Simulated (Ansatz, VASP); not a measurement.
# Two plane-wave programs on HfS4

Contents of INCAR:

```
SYSTEM = HfS4
PREC = Accurate ; ENCUT = 520
EDIFF = 1E-6 ; ISMEAR = 0
SIGMA = 0.1 ; LREAL = .False.
LASPH = .True. ; NELM = 80
ALGO = Normal ; ISIF = 2
LWAVE = .False. ; LCHARG = .False.
GGA = PE ; NBANDS = 25
```

The input KPOINTS:

```
Automatic mesh
0
Gamma
  10 10 10
  0 0 0
```

File POSCAR:

```
HfS4
1.0
   -3.1371840413      3.1371840413      2.1417800166
    3.1371840413     -3.1371840413      2.1417800166
    3.1371840413      3.1371840413     -2.1417800166
Hf S
1 4
Direct
    0.0000000000      0.0000000000      0.0000000000
    0.5901124650      0.2345593474      0.8246718124
    0.7654406526      0.5901124650      0.3555531175
    0.4098875350      0.7654406526      0.1753281876
    0.2345593474      0.4098875350      0.6444468825
```

Input for Ansatz:

```yaml
crystal:
  lattice:
    - [-3.1371840413, 3.1371840413, 2.1417800166]
    - [3.1371840413, -3.1371840413, 2.1417800166]
    - [3.1371840413, 3.1371840413, -2.1417800166]
  atoms:
    - { symbol: Hf, position: [0.0, 0.0, 0.0] }
    - { symbol: S, position: [0.590112465, 0.2345593474, 0.8246718124] }
    - { symbol: S, position: [0.7654406526, 0.590112465, 0.3555531175] }
    - { symbol: S, position: [0.409887535, 0.7654406526, 0.1753281876] }
    - { symbol: S, position: [0.2345593474, 0.409887535, 0.6444468825] }
basis:
  ecutwfc: 420
kpoints:
  mp_grid: { grid: [10, 10, 10] }
  band_path:
    path:
      - [[0.0, 0.0, 0.0], [-0.5, 0.5, 0.0], [-0.5, 0.5, 0.5], [0.0, 0.0, 0.0], [-0.36652249, -0.36652249, 0.36652249]]
      - [[-0.63347751, 0.36652249, 0.63347751], [-0.5, 0.5, 0.5]]
      - [[-0.5, 0.5, 0.0], [-0.75, 0.25, 0.25], [-0.5, 0.0, 0.5], [0.0, 0.0, 0.0]]
    npoints: 14
hamiltonian:
  xc: pbe
scf:
  occupations: { method: gaussian, width: 0.1 }
  n_extra_bands: 12
output:
  forces: true
  stress: true
  eigenvalues: true
  populations: true
  dos: { projected: true, de: 0.02, nscf_kmesh: { grid: [12, 12, 12] } }
  bader: true
  write_density: true
  write_potential: true
  elf: true
  volumetric_format: npy
```

Alike in both runs: task single point; functional PBE; k mesh 10 × 10 × 10; occupations gaussian, width 0.1 eV; no spin polarisation.

```csv
,VASP,Ansatz
version,VASP 6.6.1,Ansatz 0.2.0
potentials or method,"VASP PAW PBE potentials, release 64 (Hf_pv, S), cutoff 520 eV","scalar-relativistic, plane waves, PAW"
valence electrons in the cell,34,50
```

```csv
,VASP,Ansatz,Ansatz less VASP
gap on the k mesh at the Fermi level (eV),none,none,-
pressure (GPa),-0.7,0.0,+0.67
"traceless stress, the component that is largest in VASP (GPa)",-0.13,0.00,+0.134
rms of the force components (eV/Å),0.026,0.001,-0.0253
```

Atom by atom the forces differ by 0.026 eV/Å (rms over components). A gap of «none» marks a metal or a gap that the smearing closes. VASP's potentials hold 34 valence electrons a cell and Ansatz's 50, so a difference there can come from the potentials and not from the codes.

Neither program's run includes spin-orbit coupling.
